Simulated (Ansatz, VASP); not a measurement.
One calculation of Nb2C3, two programs

```
CELL_PARAMETERS angstrom
4.26950 0.00000 0.00000
0.00000 4.26950 0.00000
0.00000 0.00000 4.26950
ATOMIC_POSITIONS crystal
Nb 0.50000 0.50000 0.50000
Nb 0.00000 0.00000 0.00000
C 0.50000 0.00000 0.00000
C 0.00000 0.50000 0.00000
C 0.00000 0.00000 0.50000
```

Alike in both runs: task single point; functional PBE; k mesh 4 × 4 × 4; occupations gaussian, width 0.1 eV; no spin polarisation.

|  | VASP | Ansatz |
| --- | --- | --- |
| version | VASP 6.6.1 | Ansatz 0.2.0 |
| potentials or method | VASP PAW PBE potentials, release 64 (Nb_sv, C), cutoff 520 eV | scalar-relativistic, plane waves, PAW |
| valence electrons in the cell | 38 | 38 |

|  | VASP | Ansatz | Ansatz less VASP |
| --- | --- | --- | --- |
| gap on the k mesh at the Fermi level (eV) | none | none | - |
| pressure (GPa) | -20.4 | -20.2 | +0.20 |

A gap of «none» marks a metal or a gap that the smearing closes. With one functional, cell and mesh, what is left measures potentials, basis and numerics.

The k mesh is coarse, so the values compare programs but aren't converged.
